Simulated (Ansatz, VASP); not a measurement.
## One calculation of TiAl3, two programs

INCAR

```
SYSTEM = TiAl3
PREC = Accurate ; ENCUT = 520
EDIFF = 1E-6 ; ISMEAR = 0
SIGMA = 0.1 ; LREAL = .FALSE.
LASPH = .TRUE. ; NELM = 60
ALGO = Normal ; ISIF = 2
LWAVE = .FALSE. ; LCHARG = .TRUE.
LDIPOL = .TRUE. ; IDIPOL = 3
DIPOL = 0.5 0.5 0.273 ; LELF = .TRUE.
LVHAR = .TRUE. ; LVACPOTAV = .TRUE.
NBANDS = 31
```

The input KPOINTS:

```
regular mesh
0
G
  6 6 1
  0 0 0
```

Contents of POSCAR:

```
TiAl3
1.0
    5.0133158832      0.0000000000      0.0000000000
    2.1650041019      4.5217356605      0.0000000000
    0.0000000000      0.0000000000     22.0677223531
Al Ti
6 2
Direct
    0.5000000000      0.0000000000      0.1812602105
    0.0000000000      0.5000000000      0.1812602105
    0.0000000000      0.0000000000      0.2418017965
    0.0000000000      0.5000000000      0.3061179612
    0.5000000000      0.0000000000      0.3061179612
    0.5000000000      0.5000000000      0.3655892631
    0.5000000000      0.5000000000      0.2418017965
    0.0000000000      0.0000000000      0.3624433202
```

Input for Ansatz:

```yaml
crystal:
  lattice:
    - [5.0133158832, 0.0, 0.0]
    - [2.1650041019, 4.5217356605, 0.0]
    - [0.0, 0.0, 22.0677223531]
  atoms:
    - { symbol: Al, position: [0.5, 0.0, 0.1812602105] }
    - { symbol: Al, position: [0.0, 0.5, 0.1812602105] }
    - { symbol: Ti, position: [0.5, 0.5, 0.2418017965] }
    - { symbol: Al, position: [0.0, 0.0, 0.2418017965] }
    - { symbol: Al, position: [0.0, 0.5, 0.3061179612] }
    - { symbol: Al, position: [0.5, 0.0, 0.3061179612] }
    - { symbol: Ti, position: [0.0, 0.0, 0.3624433202] }
    - { symbol: Al, position: [0.5, 0.5, 0.3655892631] }
basis:
  ecutwfc: 420
kpoints:
  mp_grid: { grid: [6, 6, 1] }
hamiltonian:
  xc: lda
  pseudopotentials: { kind: paw, azcp: { folder: soft_1 } }
scf:
  occupations: { method: gaussian, width: 0.1 }
output:
  forces: true
  eigenvalues: true
  write_density: true
  write_potential: true
  elf: true
  volumetric_format: npy
efield:
  axis: 3
  dipole_correction: true
  ramp_width: 0.04
```

Alike in both runs: task single point; functional LDA; k mesh 6 × 6 × 1; occupations gaussian, width 0.1 eV; no spin polarisation.

|  | VASP | Ansatz |
| --- | --- | --- |
| version | VASP 6.6.1 | Ansatz 0.2.0 |
| potentials or method | VASP PAW LDA potentials, release 64 (Al, Ti_sv), cutoff 520 eV | scalar-relativistic, plane waves, PAW |
| valence electrons in the cell | 42 | 42 |

Ansatz gave:

* gap on the k mesh at the Fermi level (eV): none
* rms of the force components (eV/Å): 0.243
* work function, face that differs most (eV): 4.36

Task: What did VASP give for the same quantities?

Result: gap on the k mesh at the Fermi level (eV): none; rms of the force components (eV/Å): 0.242; work function, face that differs most (eV): 4.37.

Ansatz warns that its potentials were made for another functional, while VASP's fit it. LDA's correlation is that of Perdew and Zunger in VASP and of Perdew and Wang (1992) in Ansatz. A gap of «none» marks a metal or a gap that the smearing closes. Ansatz's warnings: xc potential rough in thin density.
